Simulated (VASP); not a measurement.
# Hf2N (P4_2/mnm) in VASP: a series of runs

Hf2N is run at these levels: r2SCAN; tasks: single point, relaxation of cell and atoms.

All numbers are computed with VASP 6.6.1; they aren't measurements. Logs are shortened: lines on timing, memory, paths and dates and some standing lists are left out, and cuts for length are marked.

## Step 1: The cell of the first run

The structure is tetragonal, space group P4_2/mnm (No. 136). Conventional cell: a = 5.313 Å, b = 5.313 Å, c = 3.242 Å, α = 90.00°, β = 90.00°, γ = 90.00°. Within 2.9 Å of Hf (site symmetry m2m) lie 3 N at 2.22 to 2.23 Å. Within 2.9 Å of N (site symmetry mmm) lie 6 Hf at 2.22 to 2.23 Å.

## Step 2: Single point, r2SCAN

Input file POSCAR:

```
Hf2N
1.0
    5.3131240200      0.0000000000      0.0000000000
    0.0000000000      5.3131240200      0.0000000000
    0.0000000000      0.0000000000      3.2420983900
Hf N
4 2
Direct
    0.2955363700      0.2955363700      0.0000000000
    0.7044636300      0.7044636300      0.0000000000
    0.7955363700      0.2044636300      0.5000000000
    0.2044636300      0.7955363700      0.5000000000
    0.0000000000      0.0000000000      0.0000000000
    0.5000000000      0.5000000000      0.5000000000
```

Input file INCAR.step1:

```
SYSTEM = Hf2N
  ALGO = Normal
  EDIFF = 1E-4
  ENCUT = 520
  GGA = PE
  ISMEAR = 1
  LASPH = .TRUE.
  LCHARG = .FALSE.
  LREAL = .FALSE.
  LWAVE = .TRUE.
  NBANDS = 34
  NELM = 80
  PREC = Accurate
  SIGMA = 0.3
```

Input file INCAR.step2:

```
SYSTEM = Hf2N
  ALGO = Normal
  EDIFF = 1E-7
  ENCUT = 520
  ISIF = 2
  ISMEAR = 1
  ISTART = 1
  LASPH = .TRUE.
  LCHARG = .FALSE.
  LMIXTAU = .TRUE.
  LREAL = .FALSE.
  LWAVE = .FALSE.
  METAGGA = R2SCAN
  NBANDS = 34
  NELM = 80
  PREC = Accurate
  SIGMA = 0.3
```

Input file KPOINTS:

```
k-points
0
G
  8 8 12
  0 0 0
```

Potentials or basis: VASP PAW PBE potentials, release 64 (Hf_pv, N).

Command:

```sh
$ cat potpaw_PBE.64/Hf_pv/POTCAR potpaw_PBE.64/N/POTCAR > POTCAR
$ cp INCAR.step1 INCAR
$ mpirun -np 1 vasp_std > vasp.out
$ cp INCAR.step2 INCAR
$ mpirun -np 1 vasp_std > vasp.out
```

OUTCAR:

```text
SYSTEM = Hf2N
   EDIFF = 1E-7
   ENCUT = 520
   ISIF = 2
   ISMEAR = 1
   ISTART = 1
   LASPH = .TRUE.
   LREAL = .FALSE.
   METAGGA = R2SCAN
   NELM = 80
   PREC = Accurate

 ion  position               nearest neighbor table
   1  0.296  0.296  0.000-   5 2.22   6 2.23   6 2.23   2 3.07   4 3.15   3 3.15   4 3.15   3 3.15
                             4 3.15   4 3.15   3 3.15   3 3.15   2 3.82   2 3.82
   2  0.704  0.704  0.000-   5 2.22   6 2.23   6 2.23   1 3.07   4 3.15   3 3.15   4 3.15   3 3.15
                             3 3.15   3 3.15   4 3.15   4 3.15   1 3.82   1 3.82
   3  0.796  0.204  0.500-   6 2.22   5 2.23   5 2.23   4 3.07   1 3.15   1 3.15   2 3.15   2 3.15
                             2 3.15   2 3.15   1 3.15   1 3.15   4 3.82   4 3.82
   4  0.204  0.796  0.500-   6 2.22   5 2.23   5 2.23   3 3.07   1 3.15   1 3.15   2 3.15   2 3.15
                             1 3.15   1 3.15   2 3.15   2 3.15   3 3.82   3 3.82
   5  0.000  0.000  0.000-   1 2.22   2 2.22   3 2.23   4 2.23   3 2.23   4 2.23
   6  0.500  0.500  0.500-   3 2.22   4 2.22   1 2.23   2 2.23   1 2.23   2 2.23

  LATTYP: Found a simple tetragonal cell.
 ALAT       =     5.3131240200
 C/A-ratio  =     0.6102056677

  Lattice vectors:

 A1 = (   5.3131240200,   0.0000000000,   0.0000000000)
 A2 = (   0.0000000000,   5.3131240200,   0.0000000000)
 A3 = (   0.0000000000,   0.0000000000,   3.2420983900)

Analysis of symmetry for initial positions (statically):
=====================================================================
 Subroutine PRICEL returns:
 Original cell was already a primitive cell.

 Routine SETGRP: Setting up the symmetry group for a
 simple tetragonal supercell.

 Subroutine GETGRP returns: Found 16 space group operations
 (whereof  8 operations were pure point group operations)
 out of a pool of 16 trial point group operations.

The static configuration has the point symmetry D_2h.
 The point group associated with its full space group is D_4h.

Analysis of symmetry for dynamics (positions and initial velocities):
=====================================================================
 Subroutine PRICEL returns:
 Original cell was already a primitive cell.

 Routine SETGRP: Setting up the symmetry group for a
 simple tetragonal supercell.

 Subroutine GETGRP returns: Found 16 space group operations
 (whereof  8 operations were pure point group operations)
 out of a pool of 16 trial point group operations.

The dynamic configuration has the point symmetry D_2h.
 The point group associated with its full space group is D_4h.

 Subroutine INISYM returns: Found 16 space group operations
[... 111 lines left out ...]
   ISIF   =      2    stress and relaxation
   ISYM   =      2    0-nonsym 1-usesym 2-fastsym
   POTIM  = 0.5000    time-step for ionic-motion
   TEBEG  =    0.0;   TEEND  =   0.0 temperature during run
   PSTRESS=    0.0 pullay stress
   NELECT =      50.0000    total number of electrons
   NUPDOWN=      -1.0000    fix difference up-down
   EMIN   =  10.00;   EMAX   =-10.00  energy-range for DOS
   EFERMI =   0.00;   METHOD = LEGACY
   ISMEAR =     1;   SIGMA  =   0.30  broadening in eV -4-tet -1-fermi 0-gaus
   EFERMI_NEDOS =   21; number of points for ismear=-14 and -15
   IALGO  =     38    algorithm
   IMIX   =      4    mixing-type and parameters
     AMIX     =   0.40;   BMIX     =  1.00
     AMIX_MAG =   1.60;   BMIX_MAG =  1.00
  volume/ion in A,a.u.               =      15.25       102.94
  Fermi-wavevector in a.u.,A,eV,Ry     =   1.338308  2.529036 24.368970  1.791069
  Thomas-Fermi vector in A             =   2.466789
   LORBIT       =      0    0 simple, 1 ext, 2 COOP (PROOUT), +10 PAW based schemes
   METAGGA = R2SCAN    functional components
   LHFCALC =     F    Hartree Fock is set to
   AEXX    =    0.0000 exact exchange contribution
   IVDW    =     0    specifies the selected vdW correction
   LEPSILON=     F    determine dielectric tensor
   LRPA    =     F    only Hartree local field effects (RPA)
 non-spin polarized calculation
 Methfessel and Paxton  Order N= 1 SIGMA  =   0.30
  energy-cutoff  :      520.00
  volume of cell :       91.52
 maximum number of plane-waves:      2496
 NGX is ok and might be reduce to    40
   NGX = 19   NGY = 19   NGZ = 13

 number of electron      50.0000008 magnetization

 Free energy of the ion-electron system (eV)
  ---------------------------------------------------
  ext. energy  EPLUGINS =         0.00000000
  ---------------------------------------------------
  free energy    TOTEN  =      -207.32775673 eV

  energy without entropy =     -207.32757939  energy(sigma->0) =     -207.32769762

 E-fermi :   5.9456     XC(G=0): -12.8517

 val. band max:        5.9347186430   @ k =   0.2500   0.0000   0.0000
 cond. band min:       5.9541211601   @ k =   0.5000   0.0000   0.2500
 fundamental gap:      0.0194025171
 Fermi energy:         5.9455606070

 k-point     1 :       0.0000    0.0000    0.0000
  band No.  band energies     occupation
      1     -26.4890      2.00000
      2     -26.0048      2.00000
      3     -25.9259      2.00000
      4     -25.9259      2.00000
      5     -25.6903      2.00000
      6     -25.5412      2.00000
[... 877 lines left out ...]
     33      10.2092     -0.00000
     34      10.2092     -0.00000

 [... further k-points ...]

------------------------ aborting loop because EDIFF is reached ----------------------------------------

  FORCE on cell =-STRESS in cart. coord.  units (eV):
  Direction    XX          YY          ZZ          XY          YZ          ZX
  --------------------------------------------------------------------------------------
  -------------------------------------------------------------------------------------
  Total        0.0077988      0.0077988     -0.0900885      0.0000000      0.0000000      0.0000000
  in kB        0.1365244      0.1365244     -1.5770796      0.0000000      0.0000000      0.0000000
  external PRESSURE =      -0.4346769 kB  Pullay stress =       0.0000000 kB

 VOLUME and BASIS-vectors are now :
 -----------------------------------------------------------------------------
  energy-cutoff  :      520.00
  volume of cell :       91.52
      direct lattice vectors                 reciprocal lattice vectors
     5.313124020  0.000000000  0.000000000     0.188213186  0.000000000  0.000000000
     0.000000000  5.313124020  0.000000000     0.000000000  0.188213186  0.000000000
     0.000000000  0.000000000  3.242098390     0.000000000  0.000000000  0.308442212

 POSITION                                       TOTAL-FORCE (eV/Angst)
 -----------------------------------------------------------------------------------
      1.57022      1.57022      0.00000         0.002247      0.002247      0.000000
      3.74290      3.74290      0.00000        -0.002247     -0.002247      0.000000
      4.22678      1.08634      1.62105         0.002247     -0.002247      0.000000
      1.08634      4.22678      1.62105        -0.002247      0.002247      0.000000
      0.00000      0.00000      0.00000         0.000000      0.000000      0.000000
      2.65656      2.65656      1.62105         0.000000      0.000000      0.000000
 -----------------------------------------------------------------------------------
    total drift:                                0.000000      0.000000      0.000000

  FREE ENERGIE OF THE ION-ELECTRON SYSTEM (eV)
  ---------------------------------------------------
  free  energy   TOTEN  =      -207.3277567305 eV

  energy  without entropy=     -207.3275793861  energy(sigma->0) =     -207.32769762
```

Run time: 20 min. Hardware: 1 thread of Oxide Virtual Turin-like, shared host; peak memory 0.35 GiB.

Results:

* Free energy: -207.3278 eV
* Pressure: 0.0 GPa
* Largest force: 0.003 eV/Å
* Band gap on the k mesh: zero (bands 25 and 26 overlap by 2.77 eV)

Forces on the atoms (eV/Å):
```
Hf   0.002  0.002  0.000
Hf  -0.002 -0.002  0.000
Hf   0.002 -0.002  0.000
Hf  -0.002  0.002  0.000
N    0.000  0.000  0.000
N    0.000  0.000  0.000
```

Stress tensor (GPa, compression positive):
```
 0.01  0.00  0.00
 0.00  0.01  0.00
 0.00  0.00 -0.16
```

Caveat: the PAW data sets were made with another functional, which shifts forces and pressure a little; spin-orbit coupling is left out, which moves the levels of the heavy elements.

## Step 3: Single point, r2SCAN

POSCAR is that of step 2.

Input file INCAR.step1:

```
  PREC = Accurate
  ENCUT = 520
  ISMEAR = 0
  SIGMA = 0.3
  LREAL = False
  LASPH = True
  NELM = 100
  NBANDS = 34
  GGA = PE
  ALGO = Normal
  EDIFF = 1E-4
  LWAVE = True
  LCHARG = False
```

Input file INCAR.step2:

```
  PREC = Accurate
  ENCUT = 520
  EDIFF = 1E-7
  ISMEAR = 0
  SIGMA = 0.3
  LREAL = False
  LASPH = True
  NELM = 100
  ALGO = Normal
  ISIF = 2
  LWAVE = False
  LCHARG = False
  METAGGA = R2SCAN
  LMIXTAU = True
  NBANDS = 34
  ISTART = 1
```

Input file KPOINTS:

```
regular mesh
0
Gamma
  8 8 12
```

Potentials or basis: VASP PAW PBE potentials, release 64 (Hf_pv, N).

Command:

```sh
$ cat potpaw_PBE.64/Hf_pv/POTCAR potpaw_PBE.64/N/POTCAR > POTCAR
$ cp INCAR.step1 INCAR
$ mpirun -np 1 vasp_std > vasp.out
$ cp INCAR.step2 INCAR
$ mpirun -np 1 vasp_std > vasp.out
```

Wall time 37 min (1 thread of Oxide Virtual Turin-like, shared host); peak memory 0.34 GiB.

The run converged. Its results:

```yaml
Free_energy: -207.3779 eV
Pressure: 0.1 GPa
Band_gap_on_the_k_mesh: zero (bands 25 and 26 overlap by 2.77 eV)
```

Forces on the atoms (eV/Å):
```
Hf  -0.002 -0.002  0.000
Hf   0.002  0.002  0.000
Hf  -0.002  0.002  0.000
Hf   0.002 -0.002  0.000
N    0.000  0.000  0.000
N    0.000  0.000  0.000
```

Stress tensor (GPa, compression positive):
```
 0.09  0.00  0.00
 0.00  0.09  0.00
 0.00  0.00 -0.03
```

Levels at points of the mesh, in eV from the Fermi level:
```csv
k point,band 22,band 23,band 24,band 25,band 26,band 27,band 28,band 29
"(0.00, 0.00, 0.00)",-2.26,-0.46,1.00,1.12,1.12,1.18,1.78,1.98
"(0.50, 0.00, 0.00)",-2.73,-1.14,-1.14,1.41,1.41,2.02,2.02,2.14
"(0.50, 0.50, 0.00)",-2.02,-1.48,-1.48,1.03,1.03,1.63,1.63,2.03
"(0.00, 0.00, 0.50)",-1.68,-1.37,-1.37,-1.36,-1.36,2.29,2.29,3.91
"(0.50, 0.00, 0.50)",-2.01,-1.34,-1.34,-1.11,-1.11,1.83,1.83,4.04
"(0.50, 0.50, 0.50)",-1.88,-0.79,-0.79,-0.77,-0.77,1.28,1.28,2.93
```

Caveat: so wide a smearing shifts energies and pressures; the PAW data sets were made with another functional, which shifts forces and pressure a little; spin-orbit coupling is left out, which moves the levels of the heavy elements.

(Part 1 of 2 ends here.)

The gap in the log of VASP goes by the Fermi energy; the results here count the filled bands.